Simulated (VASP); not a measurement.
## ZnMoH4C8 (a cell with a defect): single point with r2SCAN

ZnMoH4C8 (a cell with a defect):

```
CELL_PARAMETERS angstrom
3.97002 3.11677 -0.01111
4.02188 -3.18251 -0.01928
2.11538 -0.02530 -6.26211
ATOMIC_POSITIONS crystal
Zn 0.00292 0.99242 0.99820
C 0.81733 0.19712 0.75144
C 0.79490 0.19160 0.25443
C 0.39268 0.41120 0.58960
C 0.57878 0.60784 0.41543
C 0.54439 0.19387 0.75942
C 0.79570 0.45860 0.24803
C 0.40601 0.00246 0.90888
C 0.97877 0.58294 0.10386
H 0.23089 0.54289 0.66974
H 0.46602 0.76178 0.32494
H 0.29897 0.30460 0.50286
H 0.69064 0.69898 0.50113
Mo 0.38723 0.58838 0.89509
```

| Item | Value |
| --- | --- |
| Program | VASP 6.6.1 |
| Task | single point |
| Functional | r2SCAN |
| Potentials or basis | VASP PAW PBE potentials, release 64 (Zn, C, H, Mo_sv) |
| Cutoff | 520 eV |
| k mesh | 4 × 4 × 3, shifted |
| Occupations | fermi-dirac, width 0.1 eV |
| Spin | no spin polarisation |

```yaml
Pressure: -2.1 GPa
Largest_force: 8.512 eV/Å
Band_gap_on_the_k_mesh: zero (bands 31 and 32 overlap by 0.08 eV)
```

Forces on the atoms (eV/Å):
```
Zn   0.074 -1.417 -0.757
C    0.445 -0.573 -1.273
C   -0.200  0.697  1.673
C    0.526  2.790  2.774
C    0.071  3.633 -2.925
C    0.599 -0.791  2.381
C   -3.102 -2.033 -4.627
C   -3.174  2.412  0.182
C    5.142  3.692  5.691
H   -0.747 -2.880 -0.833
H   -0.133 -3.119  1.348
H    0.632 -0.449 -0.908
H   -0.574  0.002  0.648
Mo   0.440 -1.964 -3.373
```

Stress tensor (GPa, compression positive):
```
-3.94  3.45  1.73
 3.45  0.42 -3.00
 1.73 -3.00 -2.77
```

Levels at points of the mesh, in eV from the Fermi level:
```tsv
k point	band 27	band 28	band 29	band 30	band 31	band 32	band 33	band 34	band 35	band 36
(0.12, 0.12, 0.00)	-1.86	-1.36	-1.13	-0.93	-0.37	0.15	0.55	1.14	1.31	1.84
```

It took 8.9 min on 1 thread of AMD EPYC 7R13 Processor (Zen 3), with other jobs on the host, peak memory 0.36 GiB.

Caveat: the PAW data sets were made with another functional, which shifts forces and pressure a little.
